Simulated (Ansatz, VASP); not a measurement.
## Ge: VASP beside Ansatz

The input INCAR:

```
PREC = Accurate
ENCUT = 520
EDIFF = 1E-7
ISMEAR = 0
SIGMA = 0.1
LREAL = False
LASPH = True
NELM = 60
ALGO = Normal
ISIF = 2
LWAVE = False
LCHARG = False
LDIPOL = True
IDIPOL = 3
DIPOL = 0.5 0.5 0.377
GGA = PE
IVDW = 12
NBANDS = 36
```

The input KPOINTS:

```
regular mesh
0
Gamma
  9 9 1
```

POSCAR

```
Ge
1.0
    4.0226895311      0.0000000000      0.0000000000
   -2.0113447656      3.4837513255      0.0000000000
    0.0000000000      0.0000000000     18.8685220517
Ge
4
Direct
    0.3333333333      0.6666666667      0.2747571332
    0.6666666667      0.3333333333      0.2384924472
    0.6666666667      1.2222222222      0.5150653573
    0.3333333333      1.5555555556      0.4788006714
```

Input for Ansatz:

```yaml
crystal:
  lattice:
    - [4.0226895311, 0.0, 0.0]
    - [-2.0113447656, 3.4837513255, 0.0]
    - [0.0, 0.0, 18.8685220517]
  atoms:
    - { symbol: Ge, position: [0.3333333333, 0.6666666667, 0.2747571332] }
    - { symbol: Ge, position: [0.6666666667, 0.3333333333, 0.2384924472] }
    - { symbol: Ge, position: [0.6666666667, 1.2222222222, 0.5150653573] }
    - { symbol: Ge, position: [0.3333333333, 1.5555555556, 0.4788006714] }
basis:
  ecutwfc: 420
kpoints:
  mp_grid: { grid: [9, 9, 1] }
hamiltonian:
  xc: pbe
  pseudopotentials: { kind: paw, azcp: { folder: soft_1 } }
  dispersion: d3bj
scf:
  occupations: { method: gaussian, width: 0.1 }
output:
  forces: true
  eigenvalues: true
efield:
  axis: 3
  dipole_correction: true
  ramp_width: 0.04
```

Alike in both runs: task single point; functional PBE; dispersion D3(BJ); k mesh 9 × 9 × 1; occupations gaussian, width 0.1 eV; no spin polarisation.

|  | VASP | Ansatz |
| --- | --- | --- |
| version | VASP 6.6.1 | Ansatz 0.2.0 |
| potentials or method | VASP PAW PBE potentials, release 64 (Ge_d), cutoff 520 eV | scalar-relativistic, plane waves, PAW |
| valence electrons in the cell | 56 | 56 |

|  | VASP | Ansatz | Ansatz less VASP |
| --- | --- | --- | --- |
| gap on the k mesh at the Fermi level (eV) | 0.40 | 0.40 | 0.000 |
| least direct gap on the mesh (eV) | 0.40 | 0.40 | 0.000 |
| rms of the force components (eV/Å) | 0.070 | 0.070 | +0.0001 |

Atom by atom the forces differ by 0.001 eV/Å (rms over components).
